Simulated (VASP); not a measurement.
# MgZn4O (Cmmm) in VASP: further runs, part 2 of 2

VASP 6.6.1. The steps go on from the part before.

**3. Relaxation of cell and atoms, PBE**

This run uses another cell than the first one, of 13.06 Å³/atom, 0.863 times its volume.

INCAR

```
PREC = Accurate
ENCUT = 600
EDIFF = 1E-6
ISMEAR = 0
SIGMA = 0.2
LREAL = False
LASPH = True
NELM = 80
ALGO = Normal
ISIF = 3
LWAVE = False
LCHARG = False
GGA = PE
IBRION = 2
NSW = 36
EDIFFG = -0.08
```

KPOINTS

```
Automatic mesh
0
Gamma
  3 3 5
```

POSCAR

```
MgZn4O
1.0
    3.4036678900     -3.5399676700      0.0000000000
    3.4036678900      3.5399676700      0.0000000000
    0.0000000000      0.0000000000      3.2520342800
Mg Zn O
1 4 1
Direct
    0.5000000000      0.5000000000      0.0000000000
    0.7955017700      0.7955017700      0.0000000000
    0.6948368000      0.3051632000      0.5000000000
    0.2044982300      0.2044982300      0.0000000000
    0.3051632000      0.6948368000      0.5000000000
    0.0000000000      0.0000000000      0.5000000000
```

Potentials or basis: VASP PAW PBE potentials, release 64 (Mg, Zn, O).

Launch:

```console
$ cat potpaw_PBE.64/Mg/POTCAR potpaw_PBE.64/Zn/POTCAR potpaw_PBE.64/O/POTCAR > POTCAR
$ mpirun -np 1 vasp_std > vasp.out
```

OUTCAR:

```text
PREC = Accurate
   ENCUT = 600
   EDIFF = 1E-6
   ISMEAR = 0
   LREAL = False
   LASPH = True
   NELM = 80
   ISIF = 3
   GGA = PE
   IBRION = 2
   NSW = 36
   EDIFFG = -0.08

 ion  position               nearest neighbor table
   1  0.500  0.500  0.000-   2 2.01   4 2.01   3 2.13   5 2.13   3 2.13   5 2.13
   2  0.796  0.796  0.000-   1 2.01   6 2.14   6 2.14   4 2.78   3 2.93   3 2.93   5 2.93   5 2.93
                             5 3.04   5 3.04   3 3.04   3 3.04
   3  0.695  0.305  0.500-   1 2.13   1 2.13   6 2.16   5 2.76   4 2.93   2 2.93   2 2.93   4 2.93
                             4 3.04   4 3.04   2 3.04   2 3.04
   4  0.204  0.204  0.000-   1 2.01   6 2.14   6 2.14   2 2.78   3 2.93   3 2.93   5 2.93   5 2.93
                             5 3.04   5 3.04   3 3.04   3 3.04
   5  0.305  0.695  0.500-   1 2.13   1 2.13   6 2.16   3 2.76   2 2.93   4 2.93   2 2.93   4 2.93
                             4 3.04   4 3.04   2 3.04   2 3.04
   6  0.000  0.000  0.500-   2 2.14   4 2.14   2 2.14   4 2.14   3 2.16   5 2.16

  LATTYP: Found a base centered orthorhombic cell.
 ALAT       =     6.8073357800
 B/A-ratio  =     1.0400449704
 C/A-ratio  =     0.4777249698

  Lattice vectors:

 A1 = (   3.4036678900,  -3.5399676700,   0.0000000000)
 A2 = (   3.4036678900,   3.5399676700,   0.0000000000)
 A3 = (   0.0000000000,   0.0000000000,   3.2520342800)

Analysis of symmetry for initial positions (statically):
=====================================================================
 Subroutine PRICEL returns:
 Original cell was already a primitive cell.

 Routine SETGRP: Setting up the symmetry group for a
 base centered orthorhombic supercell.

 Subroutine GETGRP returns: Found  8 space group operations
 (whereof  8 operations were pure point group operations)
 out of a pool of  8 trial point group operations.

The static configuration has the point symmetry D_2h.

Analysis of symmetry for dynamics (positions and initial velocities):
=====================================================================
 Subroutine PRICEL returns:
 Original cell was already a primitive cell.

 Routine SETGRP: Setting up the symmetry group for a
 base centered orthorhombic supercell.

 Subroutine GETGRP returns: Found  8 space group operations
 (whereof  8 operations were pure point group operations)
[... 118 lines left out ...]
  volume/ion in A,a.u.               =      13.06        88.14
  Fermi-wavevector in a.u.,A,eV,Ry     =   1.463615  2.765832 29.145994  2.142170
  Thomas-Fermi vector in A             =   2.579689
   LORBIT       =      0    0 simple, 1 ext, 2 COOP (PROOUT), +10 PAW based schemes
   GGA     = PE    functional components
   LHFCALC =     F    Hartree Fock is set to
   AEXX    =    0.0000 exact exchange contribution
   IVDW    =     0    specifies the selected vdW correction
   LEPSILON=     F    determine dielectric tensor
   LRPA    =     F    only Hartree local field effects (RPA)
 conjugate gradient relaxation of ions
 non-spin polarized calculation
 Gauss-broadening in eV      SIGMA  =   0.20
  energy-cutoff  :      600.00
  volume of cell :       78.37
 maximum number of plane-waves:      2632
   NGX = 19   NGY = 19   NGZ = 13

--------------------------------------- Ionic step        1  -------------------------------------------

 number of electron      56.0000023 magnetization

 Free energy of the ion-electron system (eV)
  ---------------------------------------------------
  ext. energy  EPLUGINS =         0.00000000
  ---------------------------------------------------
  free energy    TOTEN  =        -5.12115298 eV

  energy without entropy =       -5.07210685  energy(sigma->0) =       -5.09662992

 E-fermi :   4.1632     XC(G=0): -11.4301

 val. band max:        4.1327105052   @ k =   0.0000   0.0000   0.2000
 cond. band min:       4.2103383384   @ k =  -0.3333   0.3333   0.4000
 fundamental gap:      0.0776278332
 Fermi energy:         4.1632079444

 k-point     1 :       0.0000    0.0000    0.0000
  band No.  band energies     occupation
      1     -15.7598      2.00000
      2      -5.3711      2.00000
      3      -4.8008      2.00000
      4      -4.7019      2.00000
      5      -4.6731      2.00000
      6      -4.3966      2.00000
[... 534 lines left out ...]
  FREE ENERGIE OF THE ION-ELECTRON SYSTEM (eV)
  ---------------------------------------------------
  free  energy   TOTEN  =       -10.7534186425 eV

  energy  without entropy=      -10.7245818131  energy(sigma->0) =      -10.73900023

[... ionic steps 4 to 9 ...]

--------------------------------------- Ionic step       10  -------------------------------------------

 number of electron      55.9999997 magnetization

------------------------ aborting loop because EDIFF is reached ----------------------------------------
[... 75 lines left out ...]
--------------------------------------- Ionic step       12  -------------------------------------------

 number of electron      55.9999990 magnetization

 Free energy of the ion-electron system (eV)
  ---------------------------------------------------
  ext. energy  EPLUGINS =         0.00000000
  ---------------------------------------------------
  free energy    TOTEN  =       -11.25055259 eV

  energy without entropy =      -11.21015702  energy(sigma->0) =      -11.23035480

 E-fermi :   1.5941     XC(G=0):  -9.6097

 val. band max:        1.5045943442   @ k =   0.0000   0.0000   0.2000
 cond. band min:       1.6091028042   @ k =   0.3333  -0.0000   0.2000
 fundamental gap:      0.1045084601
 Fermi energy:         1.5941300568

 k-point     1 :       0.0000    0.0000    0.0000
  band No.  band energies     occupation
      1     -17.7812      2.00000
      2      -6.4635      2.00000
      3      -6.1925      2.00000
      4      -5.8538      2.00000
      5      -5.8438      2.00000
      6      -5.7915      2.00000
[... 454 lines left out ...]
  FREE ENERGIE OF THE ION-ELECTRON SYSTEM (eV)
  ---------------------------------------------------
  free  energy   TOTEN  =       -11.2505525900 eV

  energy  without entropy=      -11.2101570185  energy(sigma->0) =      -11.23035480

 reached required accuracy - stopping structural energy minimisation
```

It took 6.6 min on 1 thread of AMD EPYC 9R45 (Zen 5), shared host; peak memory 0.19 GiB.

What came out:

| Item | Value |
| --- | --- |
| Free energy | -11.2506 eV |
| Relaxed volume | 19.07 Å³/atom |
| Relaxed cell | a = 5.973 Å, b = 5.973 Å, c = 3.207 Å, α = 90.00°, β = 90.00°, γ = 89.94° |
| Space group after relaxing (to 0.05 Å) | Cmmm (No. 65) |
| Energy gained by relaxing | 1021.6 meV/atom |
| Ionic steps | 12 |
| Pressure after relaxing | -0.3 GPa |
| Largest force after relaxing | 0.034 eV/Å |
| Band gap on the k mesh | zero (band 28 reaches 1.61 eV, above the bottom of band 29 at 0.53 eV) |

Forces on the atoms (eV/Å):
```
Mg   0.000  0.000  0.000
Zn   0.022  0.000  0.000
Zn   0.000 -0.034  0.000
Zn  -0.022  0.000  0.000
Zn   0.000  0.034  0.000
O    0.000  0.000  0.000
```

The path:
| step | energy change (eV) | largest force (eV/Å) | pressure (GPa) | volume (Å³) |
| --- | --- | --- | --- | --- |
| 1 | 0.0000 | 4.9075 | 42.26 | 78.37 |
| 2 | -5.6280 | 1.1120 | -2.23 | 124.08 |
| 3 | -5.6323 | 1.2435 | -1.14 | 120.06 |
| 4 | -5.6348 | 1.2100 | -1.40 | 121.01 |
| 5 | -5.8003 | 0.8398 | -0.60 | 118.72 |
| 6 | -5.9345 | 0.5384 | 1.38 | 114.73 |
| 7 | -6.0307 | 0.3419 | 0.08 | 117.02 |
| 8 | -6.0618 | 0.1833 | -0.98 | 118.99 |
| 9 | -6.1043 | 0.1400 | -0.44 | 116.59 |
| 10 | -6.1246 | 0.1246 | 0.16 | 114.15 |
| 11 | -6.1257 | 0.1161 | 0.38 | 113.34 |
| 12 | -6.1294 | 0.0336 | -0.25 | 114.40 |

Final structure:
```
CELL_PARAMETERS angstrom
4.22542 -4.22133 0.00000
4.22542 4.22133 0.00000
0.00000 0.00000 3.20682
ATOMIC_POSITIONS crystal
Mg 0.50000 0.50000 0.00000
Zn 0.81036 0.81036 0.00000
Zn 0.75456 0.24544 0.50000
Zn 0.18964 0.18964 0.00000
Zn 0.24544 0.75456 0.50000
O 0.00000 0.00000 0.50000
```

Caveat: the k points lie up to 0.39 Å⁻¹ apart in the final cell; the volume moved by over 15 % at a fixed basis, so the end points are rough; the relaxation stopped at a loose force limit of 0.08 eV/Å, so its end isn't a converged minimum.

**4. Relaxation of cell and atoms, PBE**

This run uses another cell than the first one, of 13.11 Å³/atom, 0.867 times its volume.

INCAR

```
  PREC = Accurate
  ENCUT = 600
  EDIFF = 1E-6
  ISMEAR = 0
  SIGMA = 0.2
  LREAL = False
  LASPH = True
  NELM = 80
  ALGO = Normal
  ISIF = 3
  LWAVE = False
  LCHARG = False
  GGA = PE
  IBRION = 2
  NSW = 36
  EDIFFG = -0.08
```

KPOINTS is that of step 3.

POSCAR

```
MgZn4O
1.0
    3.4585109200     -3.5181841000      0.0000000000
    3.4585109200      3.5181841000      0.0000000000
    0.0000000000      0.0000000000      3.2328229700
Mg Zn O
1 4 1
Direct
    0.5000000000      0.5000000000      0.5000000000
    0.6918020200      0.6918020200      0.0000000000
    0.7984370000      0.2015630000      0.5000000000
    0.2015630000      0.7984370000      0.5000000000
    0.3081979800      0.3081979800      0.0000000000
    0.0000000000      0.0000000000      0.0000000000
```

Potentials or basis: VASP PAW PBE potentials, release 64 (Mg, Zn, O).

Launch:

```console
$ cat potpaw_PBE.64/Mg/POTCAR potpaw_PBE.64/Zn/POTCAR potpaw_PBE.64/O/POTCAR > POTCAR
$ mpirun -np 1 vasp_std > vasp.out
```

OUTCAR:

```text
PREC = Accurate
   ENCUT = 600
   EDIFF = 1E-6
   ISMEAR = 0
   LREAL = False
   LASPH = True
   NELM = 80
   ISIF = 3
   GGA = PE
   IBRION = 2
   NSW = 36
   EDIFFG = -0.08

 ion  position               nearest neighbor table
   1  0.500  0.500  0.500-   2 2.09   5 2.09   2 2.09   5 2.09   4 2.10   3 2.10
   2  0.692  0.692  0.000-   1 2.09   1 2.09   6 2.13   5 2.65   4 2.96   3 2.96   3 2.96   4 2.96
                             4 3.03   4 3.03   3 3.03   3 3.03
   3  0.798  0.202  0.500-   1 2.10   6 2.15   6 2.15   4 2.84   2 2.96   2 2.96   5 2.96   5 2.96
                             5 3.03   5 3.03   2 3.03   2 3.03
   4  0.202  0.798  0.500-   1 2.10   6 2.15   6 2.15   3 2.84   2 2.96   2 2.96   5 2.96   5 2.96
                             5 3.03   5 3.03   2 3.03   2 3.03
   5  0.308  0.308  0.000-   1 2.09   1 2.09   6 2.13   2 2.65   3 2.96   4 2.96   3 2.96   4 2.96
                             4 3.03   4 3.03   3 3.03   3 3.03
   6  0.000  0.000  0.000-   2 2.13   5 2.13   4 2.15   3 2.15   3 2.15   4 2.15
[... 742 lines left out ...]

 number of electron      55.9999923 magnetization

------------------------ aborting loop because EDIFF is reached ----------------------------------------
[... 75 lines left out ...]
--------------------------------------- Ionic step       13  -------------------------------------------

 number of electron      55.9999938 magnetization

 Free energy of the ion-electron system (eV)
  ---------------------------------------------------
  ext. energy  EPLUGINS =         0.00000000
  ---------------------------------------------------
  free energy    TOTEN  =       -11.25888019 eV

  energy without entropy =      -11.22359659  energy(sigma->0) =      -11.24123839

 E-fermi :   1.6175     XC(G=0):  -9.6214

 val. band max:        1.6080598414   @ k =   0.3333   0.0000   0.2000
 cond. band min:       1.7565697986   @ k =   0.3333   0.0000   0.0000
 fundamental gap:      0.1485099571
 Fermi energy:         1.6174833848

 k-point     1 :       0.0000    0.0000    0.0000
  band No.  band energies     occupation
      1     -17.8053      2.00000
      2      -6.4890      2.00000
      3      -6.1907      2.00000
      4      -5.8693      2.00000
      5      -5.8533      2.00000
      6      -5.7879      2.00000
[... 454 lines left out ...]
  FREE ENERGIE OF THE ION-ELECTRON SYSTEM (eV)
  ---------------------------------------------------
  free  energy   TOTEN  =       -11.2588801856 eV

  energy  without entropy=      -11.2235965906  energy(sigma->0) =      -11.24123839

 reached required accuracy - stopping structural energy minimisation
```

Wall time 7.3 min (1 thread of AMD EPYC 9R45 (Zen 5), shared host); peak memory 0.19 GiB.

Results:

| Quantity | Value |
| --- | --- |
| Free energy | -11.2589 eV |
| Relaxed volume | 19.01 Å³/atom |
| Relaxed cell | a = 5.942 Å, b = 5.942 Å, c = 3.231 Å, α = 90.00°, β = 90.00°, γ = 90.71° |
| Space group after relaxing (to 0.05 Å) | Cmmm (No. 65) |
| Energy gained by relaxing | 984.3 meV/atom |
| Ionic steps | 13 |
| Pressure after relaxing | 0.2 GPa |
| Largest force after relaxing | 0.048 eV/Å |
| Band gap on the k mesh | zero (band 28 reaches 1.61 eV, above the bottom of band 29 at 0.54 eV) |

Forces in eV/Å, atoms in the order of the input:
```
Mg   0.000  0.000  0.000
Zn   0.048  0.000  0.000
Zn   0.000  0.043  0.000
Zn   0.000 -0.043  0.000
Zn  -0.048  0.000  0.000
O    0.000  0.000  0.000
```

The path:
```csv
step,energy change (eV),largest force (eV/Å),pressure (GPa),volume (Å³)
1,0.0000,5.5761,41.55,78.67
2,-5.4040,1.0548,-2.23,124.07
3,-5.4035,1.1273,-1.66,121.80
4,-5.4052,1.0941,-1.94,122.80
5,-5.5762,0.7022,-0.80,119.66
6,-5.6677,0.3976,1.29,115.63
7,-5.7774,0.4036,0.52,116.78
8,-5.8339,0.4260,-0.29,117.97
9,-5.8768,0.2012,-0.59,117.16
10,-5.8914,0.1304,-0.78,116.41
11,-5.9022,0.0723,0.48,113.19
12,-5.9026,0.0818,0.26,113.69
13,-5.9057,0.0480,0.20,114.08
```

Final structure:
```cif
data_structure
_symmetry_space_group_name_H-M 'P 1'
_symmetry_Int_Tables_number 1
_cell_length_a 5.9423
_cell_length_b 5.9423
_cell_length_c 3.2311
_cell_angle_alpha 90.000
_cell_angle_beta 90.000
_cell_angle_gamma 90.709
_cell_volume 114.08
loop_
_atom_site_label
_atom_site_type_symbol
_atom_site_fract_x
_atom_site_fract_y
_atom_site_fract_z
_atom_site_occupancy
Mg1 Mg 0.50000 0.50000 0.50000 1
Zn1 Zn 0.75351 0.75351 0.00000 1
Zn2 Zn 0.81162 0.18838 0.50000 1
Zn3 Zn 0.18838 0.81162 0.50000 1
Zn4 Zn 0.24649 0.24649 0.00000 1
O1 O 0.00000 0.00000 0.00000 1
```

Levels at points of the mesh, in eV from the Fermi level:
```
           k point  band 26  band 27  band 28  band 29  band 30  band 31
(0.00, 0.00, 0.00)    -2.26    -1.66    -1.50    -1.08     0.25     2.86
```

Caveat: the k points lie up to 0.39 Å⁻¹ apart in the final cell; the volume moved by over 15 % at a fixed basis, so the end points are rough; the relaxation stopped at a loose force limit of 0.08 eV/Å, so its end isn't a converged minimum.

**5. Overview**

| task | cell | k mesh | cutoff (eV) | gap on the mesh (eV) | pressure (GPa) | relaxed volume (Å³/atom) | largest force (eV/Å) |
| --- | --- | --- | --- | --- | --- | --- | --- |
| single point | a = 4.840, b = 4.840, c = 4.229 Å, angles 90.0, 90.0, 113.6°, 6 atoms | 4 × 4 × 4 | 520 | none | 0.3 | - | 0.01 |
| relaxation of cell and atoms | relaxed from a = 4.911, b = 4.911, c = 3.252 Å, angles 90.0, 90.0, 92.2°, 6 atoms | 3 × 3 × 5 | 600 | none | -0.3 | 19.07 | 0.03 |
| relaxation of cell and atoms | relaxed from a = 4.933, b = 4.933, c = 3.233 Å, angles 90.0, 90.0, 91.0°, 6 atoms | 3 × 3 × 5 | 600 | none | 0.2 | 19.01 | 0.05 |

Alike in all rows: level PBE; potentials or basis VASP PAW PBE potentials, release 64 (Mg, Zn, O); no spin polarisation; smearing gaussian 0.2 eV.

Caveats: all runs use coarse meshes; the volume moved by over 15 % at a fixed basis, so the end points are rough (some runs); the relaxation stopped at a loose force limit of 0.08 eV/Å, so its end isn't a converged minimum (some runs).

Total energies depend on the potentials used, so only differences within one code and one set of settings carry meaning.
